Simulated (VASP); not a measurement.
# ZrB2 (P6/mmm) in VASP: notebook, part 2 of 2

VASP 6.6.1.

## 3. Single point, PBEsol

This run uses another cell than the first one, of 9.74 Å³/atom.

Input file INCAR:

```
SYSTEM = ZrB2
ALGO = Normal ; EDIFF = 1E-6
ENCUT = 520 ; GGA = PS
ISIF = 2 ; ISMEAR = 0
LASPH = .TRUE. ; LCHARG = .FALSE.
LREAL = .FALSE. ; LWAVE = .FALSE.
NBANDS = 16 ; NELM = 60
PREC = Accurate ; SIGMA = 0.15
```

Input file KPOINTS:

```
k-points
0
G
  15 15 12
  0 0 0
```

Input file POSCAR:

```
ZrB2
1.0
    3.1548382285      0.0000000000      0.0000000000
   -1.5774191143      2.7321700507      0.0000000000
    0.0000000000      0.0000000000      3.3899000000
Zr B
1 2
Direct
    0.0000000000      0.0000000000      0.0000000000
    0.3333333333      0.6666666667      0.5000000000
    0.6666666667      0.3333333333      0.5000000000
```

Potentials or basis: VASP PAW PBE potentials, release 64 (Zr_sv, B).

Started as:

```sh
cat potpaw_PBE.64/Zr_sv/POTCAR potpaw_PBE.64/B/POTCAR > POTCAR
mpirun -np 1 vasp_std > vasp.out
```

OUTCAR:

```text
SYSTEM = ZrB2
   EDIFF = 1E-6
   ENCUT = 520
   GGA = PS
   ISIF = 2
   ISMEAR = 0
   LASPH = .TRUE.
   LREAL = .FALSE.
   NELM = 60
   PREC = Accurate

 ion  position               nearest neighbor table
   1  0.000  0.000  0.000-   2 2.49   3 2.49   2 2.49   3 2.49   3 2.49   3 2.49   2 2.49   2 2.49
                             3 2.49   3 2.49   2 2.49   2 2.49
   2  0.333  0.667  0.500-   3 1.82   3 1.82   3 1.82   1 2.49   1 2.49   1 2.49   1 2.49   1 2.49
                             1 2.49
   3  0.667  0.333  0.500-   2 1.82   2 1.82   2 1.82   1 2.49   1 2.49   1 2.49   1 2.49   1 2.49
                             1 2.49

  LATTYP: Found a hexagonal cell.
 ALAT       =     3.1548382285
 C/A-ratio  =     1.0745083438

  Lattice vectors:

 A1 = (   3.1548382285,   0.0000000000,   0.0000000000)
 A2 = (  -1.5774191143,   2.7321700507,   0.0000000000)
 A3 = (   0.0000000000,   0.0000000000,   3.3899000000)

Analysis of symmetry for initial positions (statically):
=====================================================================
 Subroutine PRICEL returns:
 Original cell was already a primitive cell.

 Routine SETGRP: Setting up the symmetry group for a
 hexagonal supercell.

 Subroutine GETGRP returns: Found 24 space group operations
[... 172 lines left out ...]
 fundamental gap:      0.0417537361
 Fermi energy:        11.0097026983

 k-point     1 :       0.0000    0.0000    0.0000
  band No.  band energies     occupation
      1     -37.2776      2.00000
      2     -15.5039      2.00000
      3     -14.9509      2.00000
      4     -14.9509      2.00000
      5      -1.8739      2.00000
      6       8.0173      2.00000
[... 433 lines left out ...]
      3     -15.4259      2.00000
      4     -15.2962      2.00000
      5       2.4802      2.00000
      6       2.7667      2.00000
[... 8 lines left out ...]
     15      21.0173      0.00000
     16      21.0423      0.00000

 [... further k-points ...]

------------------------ aborting loop because EDIFF is reached ----------------------------------------

  FORCE on cell =-STRESS in cart. coord.  units (eV):
  Direction    XX          YY          ZZ          XY          YZ          ZX
  --------------------------------------------------------------------------------------
  -------------------------------------------------------------------------------------
  Total        0.9617483      0.9617483      3.0748256     -0.0000000     -0.0000000     -0.0000000
  in kB       52.7351635     52.7351635    168.6006970     -0.0000000     -0.0000000     -0.0000000
  external PRESSURE =      91.3570080 kB  Pullay stress =       0.0000000 kB

 VOLUME and BASIS-vectors are now :
 -----------------------------------------------------------------------------
  energy-cutoff  :      520.00
  volume of cell :       29.22
      direct lattice vectors                 reciprocal lattice vectors
     3.154838229  0.000000000  0.000000000     0.316973463  0.183004714  0.000000000
    -1.577419114  2.732170051  0.000000000     0.000000000  0.366009429  0.000000000
     0.000000000  0.000000000  3.389900000     0.000000000  0.000000000  0.294993953

 POSITION                                       TOTAL-FORCE (eV/Angst)
 -----------------------------------------------------------------------------------
      0.00000      0.00000      0.00000        -0.000000      0.000000      0.000000
     -0.00000      1.82145      1.69495         0.000000      0.000000      0.000000
      1.57742      0.91072      1.69495        -0.000000      0.000000      0.000000
 -----------------------------------------------------------------------------------
    total drift:                               -0.000000      0.000000      0.000000

  FREE ENERGIE OF THE ION-ELECTRON SYSTEM (eV)
  ---------------------------------------------------
  free  energy   TOTEN  =       -26.3502075825 eV

  energy  without entropy=      -26.3473170164  energy(sigma->0) =      -26.34876230
```

Run time: 47 s. Hardware: 1 thread of AMD EPYC 9R45 (Zen 5), shared host; peak memory 0.18 GiB.

What came out:

| Quantity | Value |
| --- | --- |
| Free energy | -26.3502 eV |
| Pressure | 9.1 GPa |
| Band gap on the k mesh | zero (bands 9 and 10 overlap by 0.73 eV) |

Stress tensor (GPa, compression positive):
```
 5.27  0.00  0.00
 0.00  5.27  0.00
 0.00  0.00 16.86
```

Levels at points of the mesh, in eV from the Fermi level:
```csv
k point,band 7,band 8,band 9,band 10,band 11,band 12
"(0.00, 0.00, 0.00)",-2.99,-2.65,-1.99,3.61,3.61,4.72
"(0.00, 0.00, 0.50)",-1.12,-1.12,-0.03,-0.03,0.79,0.79
```

Caveat: the cell stands under pressure; the PAW data sets were made with another functional, which shifts forces and pressure a little.

## 4. Single point, PBEsol

This run uses another cell than the first one, of 9.80 Å³/atom.

Input file INCAR:

```
ALGO = Normal
EDIFF = 1E-6
ENCUT = 520
GGA = PS
ISIF = 2
ISMEAR = 0
LASPH = True
LCHARG = False
LREAL = False
LWAVE = False
NBANDS = 16
NELM = 100
PREC = Accurate
SIGMA = 0.15
```

Input file KPOINTS:

```
k-points
0
Gamma
  15 15 12
```

Input file POSCAR:

```
ZrB2
1.0
    3.0602000000      0.0000000000      0.0000000000
   -1.5301000000      2.6502109406      0.0000000000
    0.0000000000      0.0000000000      3.6236000000
Zr B
1 2
Direct
    0.0000000000      0.0000000000      0.0000000000
    0.3333333333      0.6666666667      0.5000000000
    0.6666666667      0.3333333333      0.5000000000
```

Started as:

```sh
cat potpaw_PBE.64/Zr_sv/POTCAR potpaw_PBE.64/B/POTCAR > POTCAR
mpirun -np 1 vasp_std > vasp.out
```

Wall time 46 s (1 thread of AMD EPYC 9R45 (Zen 5), shared host); peak memory 0.18 GiB.

It converged, with:

```yaml
Free_energy: -26.2879 eV
Pressure: 9.0 GPa
Band_gap_on_the_k_mesh: zero (bands 9 and 10 overlap by 1.14 eV)
```

Stress tensor (GPa, compression positive):
```
17.00  0.00  0.00
 0.00 17.00  0.00
 0.00  0.00 -6.99
```

Levels at points of the mesh, in eV from the Fermi level:
| k point | band 6 | band 7 | band 8 | band 9 | band 10 | band 11 | band 12 | band 13 |
| --- | --- | --- | --- | --- | --- | --- | --- | --- |
| (0.00, 0.00, 0.00) | -2.84 | -2.69 | -2.20 | -2.20 | 3.74 | 3.74 | 4.00 | 4.00 |
| (0.00, 0.00, 0.50) | -7.06 | -0.59 | -0.59 | 0.88 | 0.88 | 0.98 | 1.00 | 1.00 |

Caveat: the cell stands under pressure; the PAW data sets were made with another functional, which shifts forces and pressure a little.

## 5. The runs side by side

```tsv
cell	gap on the mesh (eV)	pressure (GPa)
a = 3.186, b = 3.186, c = 3.331 Å, angles 90.0, 90.0, 120.0°, 3 atoms	none	8.3
a = 3.155, b = 3.155, c = 3.390 Å, angles 90.0, 90.0, 120.0°, 3 atoms	none	9.1
a = 3.060, b = 3.060, c = 3.624 Å, angles 90.0, 90.0, 120.0°, 3 atoms	none	9.0
```

Alike in all rows: task single point; level PBEsol; potentials or basis VASP PAW PBE potentials, release 64 (Zr_sv, B); no spin polarisation; k mesh 15 × 15 × 12; cutoff (eV) 520; smearing gaussian 0.15 eV.

Caveats: the cell stands under pressure; the PAW data sets were made with another functional, which shifts forces and pressure a little.

Total energies depend on the potentials used, so only differences within one code and one set of settings carry meaning.
